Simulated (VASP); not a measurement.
Here is a VASP 6.6.1 calculation.

Contents of INCAR:

```
SYSTEM = Ga6AsP4
PREC = Accurate ; ENCUT = 400
EDIFF = 1E-6 ; ISMEAR = 0
SIGMA = 0.02 ; LREAL = .FALSE.
LASPH = .TRUE. ; NELM = 120
ALGO = Normal ; ISIF = 2
LWAVE = .FALSE. ; LCHARG = .FALSE.
GGA = PE ; NBANDS = 62
GGA_COMPAT = .FALSE.
```

File KPOINTS:

```
Automatic mesh
0
Gamma
  2 3 3
  0.5 0 0
```

The input POSCAR:

```
Ga6AsP4
1.0
    0.0000000000      0.0000000000      6.3938253771
   -5.8216462079     -3.3611290053      0.0000000000
    5.8216462079     -3.3611290053      0.0000000000
Ga As P
6 1 4
Direct
    0.4824959735      0.3382101112      0.3462310383
    0.5117294901      1.0144810370      0.6617768487
    0.5152721267      0.6631434106      0.0012964239
    1.0146193581      0.2505610727      1.0058905522
    1.0121127210      1.0053952809      0.2316601827
    0.9577788943      0.6759766174      0.6588099954
    0.8440429135      0.2074402470      0.6274705808
    0.8783624307      0.6141868873      0.0221177582
    0.3826020974      0.3329012818      1.0048515962
    0.3737188395      0.9942329763      0.3210093107
    0.3972154149      0.6812487022      0.6744410058
```

Potentials or basis: VASP PAW PBE potentials, release 64 (Ga_d, As, P).

Launch:

```console
$ cat potpaw_PBE.64/Ga_d/POTCAR potpaw_PBE.64/As/POTCAR potpaw_PBE.64/P/POTCAR > POTCAR
$ mpirun -np 1 vasp_std > vasp.out
```

Task: Estimate the largest force.

Result: 0.363 eV/Å.

Task: Estimate the band gap on the k mesh.

Result: Zero (an odd number of electrons rules out a gap without spin polarisation).

Forces in eV/Å, atoms in the order of the input:
```
Ga  -0.040  0.003 -0.045
Ga  -0.019 -0.010 -0.027
Ga  -0.022 -0.006  0.018
Ga  -0.036 -0.048  0.017
Ga  -0.098 -0.027 -0.009
Ga   0.006  0.102 -0.051
As   0.357  0.008  0.066
P    0.002 -0.006 -0.009
P   -0.050 -0.009 -0.015
P   -0.055 -0.001  0.004
P   -0.044 -0.007  0.052
```

Caveat: the k points lie up to 0.49 Å⁻¹ apart, too coarse for converged energies and pressures of a metal; an odd number of electrons without spin polarisation forces a metal; a magnetic or distorted state may lie lower.
